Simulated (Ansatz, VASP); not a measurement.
Mo in VASP and in Ansatz

The input INCAR:

```
SYSTEM = Mo
PREC = Accurate
ENCUT = 520
EDIFF = 1E-7
ISMEAR = 0
SIGMA = 0.15
LREAL = .False.
LASPH = .True.
NELM = 80
ALGO = Fast
ISIF = 2
LWAVE = .False.
LCHARG = .True.
LELF = .True.
LVHAR = .True.
NBANDS = 13
```

The input KPOINTS:

```
Automatic mesh
0
Gamma
  22 22 22
  0 0 0
```

File POSCAR:

```
Mo
1.0
    0.0000000000      2.1271693918      1.8080939831
    2.1271693918      0.0000000000      1.8080939831
    2.1271693918      2.1271693918      0.0000000000
Mo
1
Direct
    0.0000000000      0.0000000000      0.0000000000
```

Input for Ansatz:

```yaml
crystal:
  lattice:
    - [0.0, 2.1271693918, 1.8080939831]
    - [2.1271693918, 0.0, 1.8080939831]
    - [2.1271693918, 2.1271693918, 0.0]
  atoms:
    - { symbol: Mo, position: [0.0, 0.0, 0.0] }
basis:
  ecutwfc: 420
kpoints:
  mp_grid: { grid: [22, 22, 22] }
hamiltonian:
  xc: lda
scf:
  occupations: { method: gaussian, width: 0.15 }
output:
  forces: true
  stress: true
  eigenvalues: true
```

Alike in both runs: task single point; functional LDA; k mesh 22 × 22 × 22; occupations gaussian, width 0.15 eV; no spin polarisation.

```csv
,VASP,Ansatz
version,VASP 6.6.1,Ansatz 0.2.0
potentials or method,"VASP PAW LDA potentials, release 64 (Mo_sv), cutoff 520 eV","scalar-relativistic, plane waves, PAW"
valence electrons in the cell,14,14
```

VASP gave:

* gap on the k mesh at the Fermi level (eV): none
* pressure (GPa): -16.4
* traceless stress, the component that is largest in VASP (GPa): -17.30

Problem. Which values does Ansatz return?

Solution. gap on the k mesh at the Fermi level (eV): none; pressure (GPa): -17.3; traceless stress, the component that is largest in VASP (GPa): -17.34.

LDA's correlation is that of Perdew and Zunger in VASP and of Perdew and Wang (1992) in Ansatz. A gap of «none» marks a metal or a gap that the smearing closes.
